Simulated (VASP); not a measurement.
Set up this calculation in VASP 6.6.1, as the native input.

| Item | Value |
| --- | --- |
| Task | single point |
| Functional | r2SCAN |
| Potentials or basis | VASP PAW PBE potentials, release 64 (Na_pv, H) |
| Cutoff | 520 eV |
| k mesh | 8 × 8 × 8 |
| Occupations | gaussian, width 0.01 eV |
| Spin | no spin polarisation |
| Dipole correction | no |
| Further INCAR settings | ALGO = Normal; EDIFF = 1e-07; NBANDS = 11 |

The system is NaH.

```
Na H
1.0
     0.00000    2.64785    2.64785
     2.64785    0.00000    2.64785
     2.64785    2.64785    0.00000
Na H
1 1
Direct
  0.00000 0.00000 0.00000
  0.25000 0.25000 0.25000
```

This cell differs from its parent crystal: volume changed by +6%.

These files were run (other wordings do the same):

POSCAR

```
NaH
1.0
    0.0000000000      2.6478540124      2.6478540124
    2.6478540124      0.0000000000      2.6478540124
    2.6478540124      2.6478540124      0.0000000000
Na H
1 1
Direct
    0.0000000000      0.0000000000      0.0000000000
    0.2500000000      0.2500000000      0.2500000000
```

INCAR.step1

```
SYSTEM = NaH
ALGO = Normal ; EDIFF = 1E-4
ENCUT = 520 ; GGA = PE
ISMEAR = 0 ; LASPH = .True.
LCHARG = .False. ; LREAL = .False.
LWAVE = .True. ; NBANDS = 11
NELM = 60 ; PREC = Accurate
SIGMA = 0.01
```

INCAR.step2

```
SYSTEM = NaH
ALGO = Normal ; EDIFF = 1E-7
ENCUT = 520 ; ISIF = 2
ISMEAR = 0 ; ISTART = 1
LASPH = .True. ; LCHARG = .False.
LMIXTAU = .True. ; LREAL = .False.
LWAVE = .False. ; METAGGA = R2SCAN
NBANDS = 11 ; NELM = 60
PREC = Accurate ; SIGMA = 0.01
```

KPOINTS

```
k-points
0
Gamma
  8 8 8
  0 0 0
```

Potentials or basis: VASP PAW PBE potentials, release 64 (Na_pv, H).

Run with:

```sh
$ cat potpaw_PBE.64/Na_pv/POTCAR potpaw_PBE.64/H/POTCAR > POTCAR
$ cp INCAR.step1 INCAR
$ mpirun -np 1 vasp_std > vasp.out
$ cp INCAR.step2 INCAR
$ mpirun -np 1 vasp_std > vasp.out
```

It gave:

The pressure is -1.0 GPa and the band gap on the k mesh is 4.00 eV, indirect (least direct gap 4.65 eV).

Caveat: the PAW data sets were made with another functional, which shifts forces and pressure a little.

Wall time 60 s on 1 thread of Intel(R) Xeon(R) Platinum 8259CL CPU @ 2.50GHz (Skylake/Cascade Lake), on a shared host, peak memory 0.16 GiB.
